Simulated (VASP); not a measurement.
# KF (Fm-3m) in VASP: further runs, part 2 of 2

VASP 6.6.1.

## Step 4: Single point, PBE+D3(BJ)

The input, INCAR:

```
SYSTEM = KF
  ALGO = Normal
  EDIFF = 1E-6
  ENCUT = 520
  GGA = PE
  ISIF = 2
  ISMEAR = 1
  IVDW = 12
  LASPH = .TRUE.
  LCHARG = .FALSE.
  LREAL = .FALSE.
  LWAVE = .FALSE.
  NBANDS = 15
  NELM = 60
  PREC = Accurate
  SIGMA = 0.11
```

The input, KPOINTS:

```
k-points
0
G
  6 6 6
  0 0 0
```

The input, POSCAR:

```
KF
1.0
    0.0000000000      2.6544134050      2.6544134050
    2.6544134050      0.0000000000      2.6544134050
    2.6544134050      2.6544134050      0.0000000000
K F
1 1
Direct
    0.0000000000      0.0000000000      0.0000000000
    0.5000000000      0.5000000000      0.5000000000
```

Potentials or basis: VASP PAW PBE potentials, release 64 (K_sv, F).

The run is started by

```bash
$ cat potpaw_PBE.64/K_sv/POTCAR potpaw_PBE.64/F/POTCAR > POTCAR
$ mpirun -np 1 vasp_std > vasp.out
```

OUTCAR:

```text
SYSTEM = KF
   EDIFF = 1E-6
   ENCUT = 520
   GGA = PE
   ISIF = 2
   ISMEAR = 1
   IVDW = 12
   LASPH = .TRUE.
   LREAL = .FALSE.
   NELM = 60
   PREC = Accurate
 IVDW          = 12

 ion  position               nearest neighbor table
   1  0.000  0.000  0.000-   2 2.65   2 2.65   2 2.65   2 2.65   2 2.65   2 2.65
   2  0.500  0.500  0.500-   1 2.65   1 2.65   1 2.65   1 2.65   1 2.65   1 2.65

  LATTYP: Found a face centered cubic cell.
 ALAT       =     5.3088268100

  Lattice vectors:

 A1 = (   0.0000000000,   2.6544134050,   2.6544134050)
 A2 = (   2.6544134050,   0.0000000000,   2.6544134050)
 A3 = (   2.6544134050,   2.6544134050,   0.0000000000)

Analysis of symmetry for initial positions (statically):
=====================================================================
 Subroutine PRICEL returns:
 Original cell was already a primitive cell.

 Routine SETGRP: Setting up the symmetry group for a
 face centered cubic supercell.

 Subroutine GETGRP returns: Found 48 space group operations
 (whereof 48 operations were pure point group operations)
 out of a pool of 48 trial point group operations.

The static configuration has the point symmetry O_h .

Analysis of symmetry for dynamics (positions and initial velocities):
=====================================================================
 Subroutine PRICEL returns:
 Original cell was already a primitive cell.

 Routine SETGRP: Setting up the symmetry group for a
 face centered cubic supercell.

 Subroutine GETGRP returns: Found 48 space group operations
 (whereof 48 operations were pure point group operations)
 out of a pool of 48 trial point group operations.

The dynamic configuration has the point symmetry O_h .

 Subroutine INISYM returns: Found 48 space group operations
 (whereof 48 operations are pure point group operations),
 and found     1 'primitive' translations

----------------------------------------------------------------------------------------

                                     Primitive cell

  volume of cell :      37.4055

  direct lattice vectors                    reciprocal lattice vectors
     0.000000000  2.654413405  2.654413405    -0.188365535  0.188365535  0.188365535
     2.654413405  0.000000000  2.654413405     0.188365535 -0.188365535  0.188365535
     2.654413405  2.654413405  0.000000000     0.188365535  0.188365535 -0.188365535

  length of vectors
     3.753907437  3.753907437  3.753907437     0.326258676  0.326258676  0.326258676

  position of ions in fractional coordinates (direct lattice)
     0.000000000  0.000000000  0.000000000
     0.500000000  0.500000000  0.500000000

  ion indices of the primitive-cell ions
   primitive index   ion index
                 1           1
                 2           2

----------------------------------------------------------------------------------------

 KPOINTS: k-points

Automatic generation of k-mesh.
 Grid dimensions read from file:
 generate k-points for:    6    6    6

 Generating k-lattice:

  Cartesian coordinates                     Fractional coordinates (reciprocal lattice)
    -0.031394256  0.031394256  0.031394256     0.166666667  0.000000000  0.000000000
[... 31 lines left out ...]
 -0.333333  0.500000  0.166667     12.000000
   k-points           NKPTS =     16   k-points in BZ     NKDIM =     16   number of bands    NBANDS=     15
   number of dos      NEDOS =    301   number of ions     NIONS =      2
   total plane-waves  NPLWV =  21952
   dimension x,y,z NGX =    28 NGY =   28 NGZ =   28
   dimension x,y,z NGXF=    56 NGYF=   56 NGZF=   56
   ions per type =               1   1
   NGX,Y,Z   is equivalent  to a cutoff of  12.40, 12.40, 12.40 a.u.
   NGXF,Y,Z  is equivalent  to a cutoff of  24.80, 24.80, 24.80 a.u.
 SYSTEM =  KF
   PREC   = accura    normal or accurate (medium, high low for compatibility)
   ISTART =      0    job   : 0-new  1-cont  2-samecut
   ICHARG =      2    charge: 1-file 2-atom 10-const
   ISPIN  =      1    spin polarized calculation?
   LNONCOLLINEAR =      F non collinear calculations
   LSORBIT =      F    spin-orbit coupling
   LASPH  =      T    aspherical Exc in radial PAW
   ENCUT  =  520.0 eV  38.22 Ry    6.18 a.u.   6.98  6.98  6.98*2*pi/ulx,y,z
   NELM   =     60;   NELMIN=  2; NELMDL= -5     # of ELM steps
   EDIFF  = 0.1E-05   stopping-criterion for ELM
   LREAL  =      F    real-space projection
   EDIFFG = 0.1E-04   stopping-criterion for IOM
   NSW    =      0    number of steps for IOM
   IBRION =     -1    ionic relax: 0-MD 1-quasi-New 2-CG
   NFREE  =      0    steps in history (QN), initial steepest desc. (CG)
   ISIF   =      2    stress and relaxation
   ISYM   =      2    0-nonsym 1-usesym 2-fastsym
   POTIM  = 0.5000    time-step for ionic-motion
   TEBEG  =    0.0;   TEEND  =   0.0 temperature during run
   PSTRESS=    0.0 pullay stress
   NELECT =      16.0000    total number of electrons
   NUPDOWN=      -1.0000    fix difference up-down
   EMIN   =  10.00;   EMAX   =-10.00  energy-range for DOS
   EFERMI =   0.00;   METHOD = LEGACY
   ISMEAR =     1;   SIGMA  =   0.11  broadening in eV -4-tet -1-fermi 0-gaus
   EFERMI_NEDOS =   21; number of points for ismear=-14 and -15
   IALGO  =     38    algorithm
   IMIX   =      4    mixing-type and parameters
     AMIX     =   0.40;   BMIX     =  1.00
     AMIX_MAG =   1.60;   BMIX_MAG =  1.00
  volume/ion in A,a.u.               =      18.70       126.21
  Fermi-wavevector in a.u.,A,eV,Ry     =   1.233492  2.330962 20.701292  1.521502
  Thomas-Fermi vector in A             =   2.368220
   LORBIT       =      0    0 simple, 1 ext, 2 COOP (PROOUT), +10 PAW based schemes
   GGA     = PE    functional components
   LHFCALC =     F    Hartree Fock is set to
   AEXX    =    0.0000 exact exchange contribution
   IVDW    =    12    specifies the selected vdW correction
   LEPSILON=     F    determine dielectric tensor
   LRPA    =     F    only Hartree local field effects (RPA)
 non-spin polarized calculation
 Methfessel and Paxton  Order N= 1 SIGMA  =   0.11
  energy-cutoff  :      520.00
  volume of cell :       37.41
 maximum number of plane-waves:      1018
   NGX = 13   NGY = 13   NGZ = 13

 number of electron      16.0000012 magnetization

 Free energy of the ion-electron system (eV)
  ---------------------------------------------------
  ext. energy  EPLUGINS =         0.00000000
  ---------------------------------------------------
  free energy    TOTEN  =        -8.27790525 eV

  energy without entropy =       -8.28621443  energy(sigma->0) =       -8.28067498

 E-fermi :  -2.7413     XC(G=0):  -8.4938

 val. band max:       -2.7556634955   @ k =   0.0000   0.0000   0.0000
 cond. band min:       3.5179633839   @ k =   0.0000   0.0000   0.0000
 fundamental gap:      6.2736268793
 Fermi energy:        -2.7413026350

 k-point     1 :       0.0000    0.0000    0.0000
  band No.  band energies     occupation
      1     -28.8326      2.00000
      2     -21.4227      2.00000
      3     -12.0683      2.00000
      4     -12.0683      2.00000
      5     -12.0683      2.00000
      6      -2.7557      1.21904
      7      -2.7557      1.21889
      8      -2.7557      1.21889
      9       3.5180      0.00000
     10       7.9833      0.00000
     11       7.9833      0.00000
     12       7.9833      0.00000
     13       9.6817      0.00000
     14       9.6817      0.00000
[... 257 lines left out ...]
      2     -21.4645      2.00000
      3     -12.5708      2.00000
      4     -12.3865      2.00000
      5     -12.1924      2.00000
      6      -3.0845      2.00009
      7      -2.9423      2.02681
      8      -2.8704      2.07004
      9       6.2320      0.00000
     10       7.9706      0.00000
     11       8.3037      0.00000
     12      10.9018      0.00000
     13      11.6082      0.00000
     14      12.5174      0.00000
     15      12.7486      0.00000

------------------------ aborting loop because EDIFF is reached ----------------------------------------

 Edisp (eV)   -0.32273

 E8    (eV) :    -0.1529

  FORCE on cell =-STRESS in cart. coord.  units (eV):
  Direction    XX          YY          ZZ          XY          YZ          ZX
  --------------------------------------------------------------------------------------
  -------------------------------------------------------------------------------------
  Total       0.17963     0.17963     0.17963    -0.00000     0.00000    -0.00000
  in kB       7.69412     7.69412     7.69412    -0.00000     0.00000    -0.00000
  external pressure =        7.69 kB  Pullay stress =        0.00 kB

 VOLUME and BASIS-vectors are now :
 -----------------------------------------------------------------------------
  energy-cutoff  :      520.00
  volume of cell :       37.41
      direct lattice vectors                 reciprocal lattice vectors
     0.000000000  2.654413405  2.654413405    -0.188365535  0.188365535  0.188365535
     2.654413405  0.000000000  2.654413405     0.188365535 -0.188365535  0.188365535
     2.654413405  2.654413405  0.000000000     0.188365535  0.188365535 -0.188365535

 POSITION                                       TOTAL-FORCE (eV/Angst)
 -----------------------------------------------------------------------------------
      0.00000      0.00000      0.00000         0.000000     -0.000000      0.000000
      2.65441      2.65441      2.65441         0.000000      0.000000     -0.000000
 -----------------------------------------------------------------------------------
    total drift:                                0.000000      0.000000      0.000000

  FREE ENERGIE OF THE ION-ELECTRON SYSTEM (eV)
  ---------------------------------------------------
  free  energy   TOTEN  =        -8.6006367630 eV

  energy  without entropy=       -8.6089459419  energy(sigma->0) =       -8.60340649
```

OSZICAR:

```text
N       E                     dE             d eps       ncg     rms          rms(c)
DAV:   1     0.112690542670E+03    0.11269E+03   -0.82706E+03   480   0.105E+03
DAV:   2    -0.528617043727E+01   -0.11798E+03   -0.11097E+03   636   0.293E+02
DAV:   3    -0.942712538794E+01   -0.41410E+01   -0.41341E+01   607   0.482E+01
DAV:   4    -0.953335612043E+01   -0.10623E+00   -0.10622E+00   697   0.732E+00
DAV:   5    -0.953413337873E+01   -0.77726E-03   -0.77726E-03   608   0.605E-01    0.636E+00
DAV:   6    -0.830690953189E+01    0.12272E+01   -0.35011E+00   522   0.150E+01    0.417E+00
DAV:   7    -0.827918186271E+01    0.27728E-01   -0.67629E-02   571   0.224E+00    0.234E+00
DAV:   8    -0.827571695504E+01    0.34649E-02   -0.50087E-02   508   0.222E+00    0.192E-01
DAV:   9    -0.827722221130E+01   -0.15053E-02   -0.38184E-03   606   0.512E-01    0.124E-01
DAV:  10    -0.827778452313E+01   -0.56231E-03   -0.46338E-04   515   0.186E-01    0.580E-02
DAV:  11    -0.827790572125E+01   -0.12120E-03   -0.12236E-04   522   0.932E-02    0.197E-02
DAV:  12    -0.827790522471E+01    0.49654E-06   -0.11153E-05   579   0.335E-02    0.440E-03
DAV:  13    -0.827790525300E+01   -0.28288E-07   -0.20042E-06   557   0.127E-02
   1 F= -.86006368E+01 E0= -.86034065E+01  d E =0.830918E-02
```

Run time: 6.5 s. Hardware: 1 thread of Intel Xeon 6975P-C (Granite Rapids), shared host; peak memory 0.16 GiB.

What came out:

| Property | Result |
| --- | --- |
| Free energy | -8.6006 eV |
| Pressure | 0.8 GPa |
| Band gap on the k mesh | 6.27 eV, direct |
| Dispersion energy per atom | -0.161 eV |

Caveat: three body term missing.

## Step 5: Single point, revPBE

The input, INCAR:

```
  ALGO = Normal
  EDIFF = 1E-7
  ENCUT = 520
  GGA = RE
  ISIF = 2
  ISMEAR = 0
  LASPH = T
  LCHARG = F
  LREAL = F
  LWAVE = F
  NBANDS = 15
  NELM = 100
  PREC = Accurate
  SIGMA = 0.1
```

The input, KPOINTS:

```
k-points
0
Gamma
  6 6 6
```

POSCAR is that of step 4.

The run is started by

```bash
$ cat potpaw_PBE.64/K_sv/POTCAR potpaw_PBE.64/F/POTCAR > POTCAR
$ mpirun -np 1 vasp_std > vasp.out
```

It took 6.4 s on 1 thread of Intel Xeon 6975P-C (Granite Rapids), shared host; peak memory 0.15 GiB.

The run converged. Its results:

```yaml
Free_energy: -7.8502 eV
Pressure: 4.4 GPa
Band_gap_on_the_k_mesh: 6.58 eV, direct
```

Levels at points of the mesh, in eV from the valence-band top:
| k point | band 6 | band 7 | band 8 | band 9 | band 10 | band 11 |
| --- | --- | --- | --- | --- | --- | --- |
| (0.00, 0.00, 0.00) | 0.00 | 0.00 | 0.00 | 6.58 | 10.83 | 10.83 |
| (0.50, 0.00, 0.00) | -0.78 | -0.36 | -0.36 | 9.37 | 11.07 | 12.22 |
| (0.50, 0.50, 0.00) | -0.20 | -0.05 | -0.05 | 8.43 | 10.53 | 12.30 |

Caveat: the PAW data sets were made with another functional, which shifts forces and pressure a little.

## Step 6: Single point, PBE, collinear spin, zero start

The input, INCAR:

```
SYSTEM = KF
PREC = Accurate
ENCUT = 520
EDIFF = 1E-6
ISMEAR = 0
SIGMA = 0.1
LREAL = .False.
LASPH = .True.
NELM = 150
ALGO = Normal
ISIF = 2
LWAVE = .False.
LCHARG = .False.
ISPIN = 2
MAGMOM = 0 0
LORBIT = 11
GGA = PE
NBANDS = 19
```

The input, KPOINTS:

```
Automatic mesh
0
Gamma
  4 4 4
  0 0 0
```

POSCAR is that of step 5.

Potentials or basis: VASP PAW PBE potentials, release 64 (K_sv, F).

The run is started by

```bash
$ cat potpaw_PBE.64/K_sv/POTCAR potpaw_PBE.64/F/POTCAR > POTCAR
$ mpirun -np 1 vasp_std > vasp.out
```

Run time: 8 s. Hardware: 1 thread of Intel Xeon 6975P-C (Granite Rapids), shared host; peak memory 0.17 GiB.

It converged, with:

```yaml
Free_energy: -8.2809 eV
Pressure: 2.2 GPa
Band_gap_on_the_k_mesh: 6.27 eV, direct
Net_moment: 0.00 μB per cell
Valence_electrons_inside_the_program's_atomic_spheres: K 7.59; F 6.09
```

Levels at points of the mesh, in eV from the valence-band top:
Spin up:
| k point | band 4 | band 5 | band 6 | band 7 | band 8 | band 9 | band 10 | band 11 | band 12 | band 13 |
| --- | --- | --- | --- | --- | --- | --- | --- | --- | --- | --- |
| (0.00, 0.00, 0.00) | -9.32 | -9.32 | 0.00 | 0.00 | 0.00 | 6.27 | 10.73 | 10.73 | 10.73 | 12.43 |
| (0.50, 0.00, 0.00) | -9.36 | -9.36 | -0.81 | -0.36 | -0.36 | 9.15 | 10.75 | 12.17 | 12.17 | 14.43 |
| (0.50, 0.50, 0.00) | -9.54 | -9.54 | -0.20 | -0.05 | -0.05 | 8.22 | 10.41 | 11.97 | 13.72 | 14.35 |
Spin down:
```tsv
k point	band 5	band 6	band 7	band 8	band 9	band 10	band 11	band 12
(0.00, 0.00, 0.00)	-9.32	0.00	0.00	0.00	6.27	10.73	10.73	10.73
(0.50, 0.00, 0.00)	-9.36	-0.81	-0.36	-0.36	9.15	10.75	12.17	12.17
(0.50, 0.50, 0.00)	-9.54	-0.20	-0.05	-0.05	8.22	10.41	11.97	13.72
```

Caveat: the k points lie up to 0.51 Å⁻¹ apart.

## Step 7: Summary

```tsv
level	spin	k mesh	smearing	gap on the mesh (eV)	pressure (GPa)
PBE	off	4 × 4 × 4	gaussian 0.1 eV	6.27	2.2
PBEsol	off	6 × 6 × 6	gaussian 0.1 eV	6.13	0.0
PBE+D3(BJ)	off	6 × 6 × 6	methfessel-paxton 0.11 eV	6.27	0.8
revPBE	off	6 × 6 × 6	gaussian 0.1 eV	6.58	4.4
PBE	collinear, zero start	4 × 4 × 4	gaussian 0.1 eV	6.27	2.2
```

Alike in all rows: task single point; potentials or basis VASP PAW PBE potentials, release 64 (K_sv, F); cell as given; cutoff (eV) 520.

Caveats: some runs use coarse meshes; the PAW data sets were made with another functional, which shifts forces and pressure a little (some runs); three body term missing (some runs).

Total energies depend on the potentials used, so only differences within one code and one set of settings carry meaning.
